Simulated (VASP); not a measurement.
**Cr: relaxation of cell and atoms with LDA**

Crystal: Cr.

```
Cr
1.0
    -1.39428    1.39428    1.39428
     1.39428   -1.39428    1.39428
     1.39428    1.39428   -1.39428
Cr
1
Direct
  0.00000 0.00000 0.00000
```

| Property | Result |
| --- | --- |
| Program | VASP 6.6.1 |
| Task | relaxation of cell and atoms |
| Functional | LDA |
| Potentials or basis | VASP PAW LDA potentials, release 64 (Cr_pv) |
| Cutoff | 600 eV |
| k mesh | 24 × 24 × 24 |
| Occupations | fermi-dirac, width 0.08 eV |
| Spin | collinear spin, ferromagnetic start |
| Starting moments | [2.0] μB |
| Dipole correction | no |
| Further INCAR settings | ALGO = Normal; EDIFF = 1e-06; IBRION = 2; EDIFFG = -0.005; NSW = 60; ISIF = 3 |

```yaml
Pressure_after_relaxing: 0.0 GPa
Band_gap_on_the_k_mesh: zero (filled and empty bands overlap)
Net_moment: 0.00 μB per cell
Valence_electrons_inside_the_program's_atomic_spheres: Cr 11.21
```

Final structure:
```
CELL_PARAMETERS angstrom
-1.39428 1.39428 1.39428
1.39428 -1.39428 1.39428
1.39428 1.39428 -1.39428
ATOMIC_POSITIONS crystal
Cr 0.00000 0.00000 0.00000
```

Levels at points of the mesh, in eV from the Fermi level:
Spin up:
```csv
k point,band 4,band 5,band 6,band 7,band 8,band 9
"(0.00, 0.00, 0.00)",-8.02,-1.02,-1.02,-1.02,1.16,1.16
"(0.50, 0.00, 0.00)",-4.78,-2.72,1.19,1.37,1.54,3.12
"(0.50, 0.50, 0.50)",-4.78,-4.78,2.68,2.68,2.68,5.37
```
Spin down:
| k point | band 2 | band 3 | band 4 | band 5 | band 6 | band 7 | band 8 | band 9 | band 10 | band 11 |
| --- | --- | --- | --- | --- | --- | --- | --- | --- | --- | --- |
| (0.00, 0.00, 0.00) | -42.26 | -42.26 | -8.02 | -1.02 | -1.02 | -1.02 | 1.16 | 1.16 | 5.37 | 22.81 |
| (0.50, 0.00, 0.00) | -42.62 | -42.27 | -4.78 | -2.72 | 1.19 | 1.37 | 1.54 | 3.12 | 5.37 | 10.72 |
| (0.50, 0.50, 0.50) | -43.04 | -43.04 | -4.78 | -4.78 | 2.68 | 2.68 | 2.68 | 5.37 | 11.19 | 11.19 |

Wall time 38 s on 1 thread of Intel(R) Xeon(R) 6975P-C (Granite Rapids), on a shared host, peak memory 0.2 GiB.

Caveat: the starting moments collapsed, and a magnetic state may lie lower; the relaxation stopped at its first step, so nothing moved.
